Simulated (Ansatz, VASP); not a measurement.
## Te2Mo in VASP and in Ansatz

The input INCAR:

```
PREC     = Accurate       # precision mode
ENCUT    = 600            # plane-wave cutoff, eV
EDIFF    = 1E-6           # SCF threshold, eV
ISMEAR   = -1             # smearing method
SIGMA    = 0.05           # smearing width, eV
LREAL    = False          # projectors in reciprocal space
LASPH    = True           # aspherical terms in the spheres
NELM     = 80             # most SCF steps
ALGO     = Normal         # electronic algorithm
ISIF     = 3              # what is computed and relaxed
LWAVE    = False          # write WAVECAR
LCHARG   = False          # write CHGCAR
GGA      = RE             # functional
IBRION   = 2              # ionic algorithm
NSW      = 60             # ionic steps
EDIFFG   = -0.01          # ionic threshold
```

KPOINTS

```
regular mesh
0
Gamma
  9 9 2
```

Contents of POSCAR:

```
Te2Mo
1.0
    3.5182000000      0.0000000000      0.0000000000
   -1.7591000000      3.0468505756      0.0000000000
    0.0000000000      0.0000000000     13.9736000000
Te Mo
4 2
Direct
    0.6666666667      0.3333333333      0.3790000000
    0.3333333333      0.6666666667      0.8790000000
    0.6666666667      0.3333333333      0.1210000000
    0.3333333333      0.6666666667      0.6210000000
    0.6666666667      0.3333333333      0.7500000000
    0.3333333333      0.6666666667      0.2500000000
```

The input input.yaml:

```yaml
crystal:
  lattice:
    - [3.5182, 0.0, 0.0]
    - [-1.7591, 3.0468505756, 0.0]
    - [0.0, 0.0, 13.9736]
  atoms:
    - { symbol: Te, position: [0.6666666667, 0.3333333333, 0.379] }
    - { symbol: Te, position: [0.3333333333, 0.6666666667, 0.879] }
    - { symbol: Te, position: [0.6666666667, 0.3333333333, 0.121] }
    - { symbol: Te, position: [0.3333333333, 0.6666666667, 0.621] }
    - { symbol: Mo, position: [0.6666666667, 0.3333333333, 0.75] }
    - { symbol: Mo, position: [0.3333333333, 0.6666666667, 0.25] }
hamiltonian:
  xc: revpbe
  pseudopotentials: { kind: paw }
kpoints:
  mp_grid: { grid: [9, 9, 2] }
scf:
  occupations: { method: fermi_dirac, width: 0.05 }
output:
  forces: true
  stress: true
relax:
  f_tol: 0.01
  max_steps: 40
  cell: { stress_tol: 0.05 }
```

Alike in both runs: task relaxation of cell and atoms; functional revPBE; k mesh 9 × 9 × 2; occupations fermi-dirac, width 0.05 eV; no spin polarisation.

|  | VASP | Ansatz |
| --- | --- | --- |
| version | VASP 6.6.1 | Ansatz 0.2.0 |
| potentials or method | VASP PAW PBE potentials, release 64 (Te, Mo_sv) | Ansatz PAW |
| plane-wave cutoff (eV) | 600 | 420 |
| valence electrons in the cell | 52 | 92 |

|  | VASP | Ansatz | Ansatz less VASP |
| --- | --- | --- | --- |
| relaxed volume (Å³/atom) | 33.49 | 36.58 | +3.095 |
| relaxed cell length with the largest relative difference (Å) | 18.098 | 19.764 | +1.6658 |

VASP's potentials were made for PBE, not for revPBE. One of these differences is far larger than is usual between the two programs; its cause wasn't traced. VASP's potentials hold 52 valence electrons a cell and Ansatz's 92, so a difference there can come from the potentials and not from the codes.

Neither program's run includes spin-orbit coupling. Noted on VASP's run: the volume moved by over 15 % at a fixed basis, so the end points are rough. Noted on Ansatz's run: the volume moved by over 15 % at a fixed basis, so the end points are rough; odd divisions of the mesh miss points on the zone boundary, where band edges often lie, so the gap on the mesh can be too wide; the plane-wave basis is chosen anew once the cell has moved, so the energies of steps on either side of that aren't comparable.
